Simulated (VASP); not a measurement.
# K2S (Fm-3m) in VASP: further runs

Aim: see how the results for K2S move with the level of theory and the settings. Levels: HSE06, PBE0. Tasks: single point.

Everything below comes from runs of VASP 6.6.1. Logs are shortened: lines on timing, memory, paths and dates and some standing lists are left out, and cuts for length are marked.

**1. The cell of the first run**

The structure is cubic, space group Fm-3m (No. 225). The conventional cell has a = 7.406 Å, b = 7.406 Å, c = 7.406 Å, α = 90.00°, β = 90.00°, γ = 90.00°. Within 4.2 Å of S (site symmetry m-3m) lie 8 K at 3.21 Å. Within 4.2 Å of K (site symmetry -43m) lie 4 S at 3.21 Å and 6 K at 3.70 Å.

**2. Single point, HSE06**

The input, POSCAR:

```
K2S
1.0
    0.0000000000      3.7027568516      3.7027568516
    3.7027568516      0.0000000000      3.7027568516
    3.7027568516      3.7027568516      0.0000000000
S K
1 2
Direct
    0.0000000000      0.0000000000      0.0000000000
    0.2500000000      0.2500000000      0.2500000000
    0.7500000000      0.7500000000      0.7500000000
```

The input, INCAR.step1:

```
PREC     = Accurate       # precision mode
ENCUT    = 400            # plane-wave cutoff, eV
EDIFF    = 1E-5           # SCF threshold, eV
ISMEAR   = 0              # smearing method
SIGMA    = 0.01           # smearing width, eV
LREAL    = F              # projectors in reciprocal space
LASPH    = T              # aspherical terms in the spheres
NELM     = 120            # most SCF steps
ALGO     = Normal         # electronic algorithm
ISIF     = 2              # what is computed and relaxed
LWAVE    = T              # write WAVECAR
GGA      = PE             # functional
NBANDS   = 19             # bands
GGA_COMPAT= F
```

The input, INCAR.step2:

```
PREC     = Accurate       # precision mode
ENCUT    = 400            # plane-wave cutoff, eV
EDIFF    = 1E-6           # SCF threshold, eV
ISMEAR   = 0              # smearing method
SIGMA    = 0.01           # smearing width, eV
LREAL    = F              # projectors in reciprocal space
LASPH    = T              # aspherical terms in the spheres
NELM     = 120            # most SCF steps
ALGO     = Normal         # electronic algorithm
ISIF     = 2              # what is computed and relaxed
LWAVE    = F              # write WAVECAR
LCHARG   = T              # write CHGCAR
GGA      = PE             # functional
LHFCALC  = T              # exact exchange
HFSCREEN = 0.2079         # screening, 1/A
PRECFOCK = Normal       
LELF     = T              # ELF
LVHAR    = T            
ISTART   = 1            
NBANDS   = 19             # bands
GGA_COMPAT= F
```

The input, KPOINTS:

```
regular mesh
0
Gamma
  4 4 4
```

Potentials or basis: VASP PAW PBE potentials, release 64 (S, K_sv).

Started as:

```bash
cat potpaw_PBE.64/S/POTCAR potpaw_PBE.64/K_sv/POTCAR > POTCAR
cp INCAR.step1 INCAR
mpirun -np 1 vasp_std > vasp.out
cp INCAR.step2 INCAR
mpirun -np 1 vasp_std > vasp.out
```

OUTCAR:

```text
PREC = Accurate
   ENCUT = 400
   EDIFF = 1E-6
   ISMEAR = 0
   LREAL = F
   LASPH = T
   NELM = 120
   ISIF = 2
   GGA = PE
   LHFCALC = T
   HFSCREEN = 0.2079
   PRECFOCK = Normal
   ISTART = 1

 ion  position               nearest neighbor table
   1  0.000  0.000  0.000-   3 3.21   3 3.21   3 3.21   2 3.21   3 3.21   2 3.21   2 3.21   2 3.21

   2  0.250  0.250  0.250-   1 3.21   1 3.21   1 3.21   1 3.21   3 3.70   3 3.70   3 3.70   3 3.70
                             3 3.70   3 3.70
   3  0.750  0.750  0.750-   1 3.21   1 3.21   1 3.21   1 3.21   2 3.70   2 3.70   2 3.70   2 3.70
                             2 3.70   2 3.70

  LATTYP: Found a face centered cubic cell.
 ALAT       =     7.4055137032

  Lattice vectors:

 A1 = (   0.0000000000,   3.7027568516,   3.7027568516)
 A2 = (   3.7027568516,   0.0000000000,   3.7027568516)
 A3 = (   3.7027568516,   3.7027568516,   0.0000000000)

Analysis of symmetry for initial positions (statically):
=====================================================================
 Subroutine PRICEL returns:
 Original cell was already a primitive cell.

 Routine SETGRP: Setting up the symmetry group for a
 face centered cubic supercell.

 Subroutine GETGRP returns: Found 48 space group operations
 (whereof 48 operations were pure point group operations)
 out of a pool of 48 trial point group operations.

The static configuration has the point symmetry O_h .

Analysis of symmetry for dynamics (positions and initial velocities):
=====================================================================
 Subroutine PRICEL returns:
 Original cell was already a primitive cell.

 Routine SETGRP: Setting up the symmetry group for a
 face centered cubic supercell.

 Subroutine GETGRP returns: Found 48 space group operations
 (whereof 48 operations were pure point group operations)
 out of a pool of 48 trial point group operations.

The dynamic configuration has the point symmetry O_h .

 Subroutine INISYM returns: Found 48 space group operations
 (whereof 48 operations are pure point group operations),
 and found     1 'primitive' translations

----------------------------------------------------------------------------------------

                                     Primitive cell

  volume of cell :     101.5326

  direct lattice vectors                    reciprocal lattice vectors
     0.000000000  3.702756852  3.702756852    -0.135034522  0.135034522  0.135034522
     3.702756852  0.000000000  3.702756852     0.135034522 -0.135034522  0.135034522
     3.702756852  3.702756852  0.000000000     0.135034522  0.135034522 -0.135034522

  length of vectors
     5.236488958  5.236488958  5.236488958     0.233886652  0.233886652  0.233886652

  position of ions in fractional coordinates (direct lattice)
     0.000000000  0.000000000  0.000000000
     0.250000000  0.250000000  0.250000000
     0.750000000  0.750000000  0.750000000

  ion indices of the primitive-cell ions
   primitive index   ion index
                 1           1
                 2           2
                 3           3

----------------------------------------------------------------------------------------

 KPOINTS: regular mesh

Automatic generation of k-mesh.
 Grid dimensions read from file:
 generate k-points for:    4    4    4

 Generating k-lattice:

  Cartesian coordinates                     Fractional coordinates (reciprocal lattice)
    -0.033758630  0.033758630  0.033758630     0.250000000  0.000000000  0.000000000
     0.033758630 -0.033758630  0.033758630     0.000000000  0.250000000  0.000000000
     0.033758630  0.033758630 -0.033758630     0.000000000  0.000000000  0.250000000

  Length of vectors
     0.058471663  0.058471663  0.058471663

  Shift w.r.t. Gamma in fractional coordinates (k-lattice)
     0.000000000  0.000000000  0.000000000

 Subroutine IBZKPT returns following result:
 ===========================================

 Found      8 irreducible k-points:

 Following reciprocal coordinates:
            Coordinates               Weight
  0.000000  0.000000  0.000000      1.000000
  0.250000  0.000000  0.000000      8.000000
  0.500000  0.000000  0.000000      4.000000
  0.250000  0.250000  0.000000      6.000000
  0.500000  0.250000  0.000000     24.000000
 -0.250000  0.250000  0.000000     12.000000
  0.500000  0.500000  0.000000      3.000000
 -0.250000  0.500000  0.250000      6.000000
   k-points           NKPTS =      8   k-points in BZ     NKDIM =     64   number of bands    NBANDS=     19
   number of dos      NEDOS =    301   number of ions     NIONS =      3
   total plane-waves  NPLWV =  46656
   dimension x,y,z NGX =    36 NGY =   36 NGZ =   36
   dimension x,y,z NGXF=    72 NGYF=   72 NGZF=   72
   ions per type =               1   2
   NGX,Y,Z   is equivalent  to a cutoff of  11.43, 11.43, 11.43 a.u.
   NGXF,Y,Z  is equivalent  to a cutoff of  22.86, 22.86, 22.86 a.u.
 SYSTEM =  unknown system
   PREC   = accura    normal or accurate (medium, high low for compatibility)
   ISTART =      1    job   : 0-new  1-cont  2-samecut
   ICHARG =      0    charge: 1-file 2-atom 10-const
   ISPIN  =      1    spin polarized calculation?
   LNONCOLLINEAR =      F non collinear calculations
   LSORBIT =      F    spin-orbit coupling
   LASPH  =      T    aspherical Exc in radial PAW
   ENCUT  =  400.0 eV  29.40 Ry    5.42 a.u.   8.54  8.54  8.54*2*pi/ulx,y,z
   NELM   =    120;   NELMIN=  2; NELMDL=  0     # of ELM steps
   EDIFF  = 0.1E-05   stopping-criterion for ELM
   LREAL  =      F    real-space projection
   EDIFFG = 0.1E-04   stopping-criterion for IOM
   NSW    =      0    number of steps for IOM
   IBRION =     -1    ionic relax: 0-MD 1-quasi-New 2-CG
   NFREE  =      0    steps in history (QN), initial steepest desc. (CG)
   ISIF   =      2    stress and relaxation
   ISYM   =      3    0-nonsym 1-usesym 2-fastsym
   POTIM  = 0.5000    time-step for ionic-motion
   TEBEG  =    0.0;   TEEND  =   0.0 temperature during run
   PSTRESS=    0.0 pullay stress
   NELECT =      24.0000    total number of electrons
   NUPDOWN=      -1.0000    fix difference up-down
   EMIN   =  10.00;   EMAX   =-10.00  energy-range for DOS
   EFERMI =   0.00;   METHOD = LEGACY
   ISMEAR =     0;   SIGMA  =   0.01  broadening in eV -4-tet -1-fermi 0-gaus
   EFERMI_NEDOS =   21; number of points for ismear=-14 and -15
   IALGO  =     38    algorithm
   IMIX   =      1    mixing-type and parameters
     AMIX     =   0.40;   BMIX     =  1.00
     AMIX_MAG =   1.60;   BMIX_MAG =  1.00
  volume/ion in A,a.u.               =      33.84       228.39
  Fermi-wavevector in a.u.,A,eV,Ry     =   1.012224  1.912826 13.940500  1.024598
  Thomas-Fermi vector in A             =   2.145321
   LORBIT       =      0    0 simple, 1 ext, 2 COOP (PROOUT), +10 PAW based schemes
   GGA     = PE    functional components
   LHFCALC =     T    Hartree Fock is set to
   PRECFOCK=normal    Normal, Fast or Accurate (Low or Medium for compatibility)
   ENCUT4O =  -1.0   cutoff for four orbital integrals eV
   NKREDX  =     1    reduce k-point grid by
   NKREDY  =     1    reduce k-point grid by
   NKREDZ  =     1    reduce k-point grid by
   AEXX    =    0.2500 exact exchange contribution
   HFSCREEN=    0.2079 screening length (either q_TF or 0.3 A-1)
   HFSCREENC=   0.2079 screening length for correlation (either q_TF or 0.3 A-1)
   ENCUTFOCK=  -1.0 apply spherical cutoff to Coloumb kernel
   IVDW    =     0    specifies the selected vdW correction
   LEPSILON=     F    determine dielectric tensor
   LRPA    =     F    only Hartree local field effects (RPA)
 non-spin polarized calculation
 Gauss-broadening in eV      SIGMA  =   0.01
  energy-cutoff  :      400.00
  volume of cell :      101.53
 maximum number of plane-waves:      1859
 NGX is ok and might be reduce to    36
  NGX = 28; NGY = 28; NGZ = 28

 number of electron      23.9999996 magnetization

 Free energy of the ion-electron system (eV)
  ---------------------------------------------------
  ext. energy  EPLUGINS =         0.00000000
  ---------------------------------------------------
  free energy    TOTEN  =       -10.84554129 eV

  energy without entropy =      -10.84554129  energy(sigma->0) =      -10.84554129

 E-fermi :  -0.9808     XC(G=0):  -6.1549

 val. band max:       -1.0425962777   @ k =   0.5000   0.5000   0.0000
 cond. band min:       2.2626561493   @ k =   0.0000   0.0000   0.0000
 fundamental gap:      3.3052524270
 Fermi energy:        -0.9807616829

 k-point     1 :       0.0000    0.0000    0.0000
  band No.  band energies     occupation
      1     -32.6186      2.00000
      2     -32.5338      2.00000
      3     -14.8553      2.00000
      4     -14.8553      2.00000
      5     -14.8553      2.00000
      6     -14.6139      2.00000
[... 11 lines left out ...]
     18       7.7157      0.00000
     19       8.5452      0.00000

 k-point     2 :       0.2500    0.0000    0.0000
  band No.  band energies     occupation
      1     -32.6056      2.00000
      2     -32.5457      2.00000
      3     -14.8491      2.00000
      4     -14.8245      2.00000
      5     -14.8245      2.00000
      6     -14.7046      2.00000
[... 11 lines left out ...]
     18       8.0031      0.00000
     19       8.0031      0.00000

 k-point     3 :       0.5000    0.0000    0.0000
  band No.  band energies     occupation
      1     -32.5751      2.00000
      2     -32.5751      2.00000
      3     -14.8660      2.00000
      4     -14.7643      2.00000
      5     -14.7501      2.00000
      6     -14.7501      2.00000
[... 11 lines left out ...]
     18       7.9277      0.00000
     19       8.1115      0.00000

 k-point     4 :       0.2500    0.2500    0.0000
  band No.  band energies     occupation
      1     -32.6037      2.00000
      2     -32.5472      2.00000
      3     -14.8893      2.00000
      4     -14.8893      2.00000
      5     -14.8621      2.00000
      6     -14.7020      2.00000
[... 11 lines left out ...]
     18       7.7064      0.00000
     19       7.9787      0.00000

 k-point     5 :       0.5000    0.2500    0.0000
  band No.  band energies     occupation
      1     -32.5848      2.00000
      2     -32.5649      2.00000
      3     -15.0027      2.00000
      4     -14.8814      2.00000
      5     -14.8691      2.00000
      6     -14.6367      2.00000
[... 11 lines left out ...]
     18       7.5912      0.00000
     19       8.4431      0.00000

 k-point     6 :      -0.2500    0.2500    0.0000
  band No.  band energies     occupation
      1     -32.5892      2.00000
      2     -32.5610      2.00000
      3     -14.9661      2.00000
      4     -14.8264      2.00000
      5     -14.7697      2.00000
      6     -14.7379      2.00000
[... 11 lines left out ...]
     18       7.4901      0.00000
     19       8.3802      0.00000

 k-point     7 :       0.5000    0.5000    0.0000
  band No.  band energies     occupation
      1     -32.5887      2.00000
      2     -32.5605      2.00000
      3     -15.0863      2.00000
      4     -14.9227      2.00000
      5     -14.9227      2.00000
      6     -14.5753      2.00000
[... 11 lines left out ...]
     18       7.8080      0.00000
     19       8.0408      0.00000

 k-point     8 :      -0.2500    0.5000    0.2500
  band No.  band energies     occupation
      1     -32.5746      2.00000
      2     -32.5746      2.00000
      3     -15.0615      2.00000
      4     -14.9494      2.00000
      5     -14.7524      2.00000
      6     -14.7524      2.00000
[... 11 lines left out ...]
     18       7.5860      0.00000
     19       8.1303      0.00000

------------------------ aborting loop because EDIFF is reached ----------------------------------------

  FORCE on cell =-STRESS in cart. coord.  units (eV):
  Direction    XX          YY          ZZ          XY          YZ          ZX
  --------------------------------------------------------------------------------------
  -------------------------------------------------------------------------------------
  Total        0.1278244      0.1278244      0.1278244     -0.0000000     -0.0000000      0.0000000
  in kB        2.0170597      2.0170597      2.0170597     -0.0000000     -0.0000000      0.0000000
  external PRESSURE =       2.0170597 kB  Pullay stress =       0.0000000 kB

 VOLUME and BASIS-vectors are now :
 -----------------------------------------------------------------------------
  energy-cutoff  :      400.00
  volume of cell :      101.53
      direct lattice vectors                 reciprocal lattice vectors
     0.000000000  3.702756852  3.702756852    -0.135034522  0.135034522  0.135034522
     3.702756852  0.000000000  3.702756852     0.135034522 -0.135034522  0.135034522
     3.702756852  3.702756852  0.000000000     0.135034522  0.135034522 -0.135034522

 POSITION                                       TOTAL-FORCE (eV/Angst)
 -----------------------------------------------------------------------------------
      0.00000      0.00000      0.00000        -0.000000      0.000000     -0.000000
      1.85138      1.85138      1.85138        -0.000000     -0.000000     -0.000000
      5.55414      5.55414      5.55414         0.000000      0.000000      0.000000
 -----------------------------------------------------------------------------------
    total drift:                                0.000000      0.000001      0.000001

  FREE ENERGIE OF THE ION-ELECTRON SYSTEM (eV)
  ---------------------------------------------------
  free  energy   TOTEN  =       -10.8455412945 eV

  energy  without entropy=      -10.8455412945  energy(sigma->0) =      -10.84554129
```

It took 8.9 min on 1 thread of Intel Xeon Platinum 8488C (Sapphire Rapids), shared host; peak memory 0.31 GiB.

What came out:

```yaml
Free_energy: -10.8455 eV
Pressure: 0.2 GPa
Band_gap_on_the_k_mesh: 3.31 eV, indirect (least direct gap 3.49 eV)
```

Levels at points of the mesh, in eV from the valence-band top:
| k point | band 8 | band 9 | band 10 | band 11 | band 12 | band 13 | band 14 | band 15 | band 16 | band 17 |
| --- | --- | --- | --- | --- | --- | --- | --- | --- | --- | --- |
| (0.00, 0.00, 0.00) | -13.57 | -10.61 | -0.18 | -0.18 | -0.18 | 3.31 | 6.70 | 6.70 | 8.76 | 8.76 |
| (0.50, 0.00, 0.00) | -13.69 | -10.38 | -0.64 | -0.06 | -0.06 | 5.72 | 6.07 | 6.95 | 6.95 | 8.97 |
| (0.50, 0.50, 0.00) | -13.50 | -10.32 | -0.76 | 0.00 | 0.00 | 4.44 | 6.45 | 7.81 | 8.00 | 8.85 |

Caveat: the PAW data sets were made with another functional, which shifts forces and pressure a little. A k mesh can miss the band edges.

**3. Single point, PBE0**

POSCAR is that of step 2.

The input, INCAR.step1:

```
SYSTEM = K2S
ALGO = Normal
EDIFF = 1E-5
ENCUT = 400
GGA = PE
GGA_COMPAT = .False.
ISIF = 2
ISMEAR = 0
LASPH = .True.
LCHARG = .False.
LREAL = .False.
LWAVE = .True.
NBANDS = 19
NELM = 120
PREC = Accurate
SIGMA = 0.01
```

The input, INCAR.step2:

```
SYSTEM = K2S
AEXX = 0.25
ALGO = Normal
EDIFF = 1E-6
ENCUT = 400
GGA = PE
GGA_COMPAT = .False.
ISIF = 2
ISMEAR = 0
ISTART = 1
LASPH = .True.
LCHARG = .False.
LHFCALC = .True.
LREAL = .False.
LWAVE = .False.
NBANDS = 19
NELM = 120
PREC = Accurate
PRECFOCK = Normal
SIGMA = 0.01
```

The input, KPOINTS:

```
k-points
0
Gamma
  4 4 4
  0 0 0
```

Potentials or basis: VASP PAW PBE potentials, release 64 (S, K_sv).

Started as:

```bash
cat potpaw_PBE.64/S/POTCAR potpaw_PBE.64/K_sv/POTCAR > POTCAR
cp INCAR.step1 INCAR
mpirun -np 1 vasp_std > vasp.out
cp INCAR.step2 INCAR
mpirun -np 1 vasp_std > vasp.out
```

It took 14 min on 1 thread of Intel Xeon Platinum 8488C (Sapphire Rapids), shared host; peak memory 0.21 GiB.

It converged, with:

```
Free energy            : -11.7420 eV
Pressure               : 0.1 GPa
Band gap on the k mesh : 4.02 eV, indirect (least direct gap 4.20 eV)
```

Levels at points of the mesh, in eV from the valence-band top:
```tsv
k point	band 8	band 9	band 10	band 11	band 12	band 13	band 14	band 15	band 16	band 17
(0.00, 0.00, 0.00)	-13.59	-10.64	-0.18	-0.18	-0.18	4.02	7.47	7.47	9.53	9.53
(0.50, 0.00, 0.00)	-13.72	-10.40	-0.65	-0.06	-0.06	6.46	6.82	7.72	7.72	9.75
(0.50, 0.50, 0.00)	-13.52	-10.35	-0.78	0.00	0.00	5.17	7.21	8.59	8.78	9.62
```

Caveat: the PAW data sets were made with another functional, which shifts forces and pressure a little. A k mesh can miss the band edges.
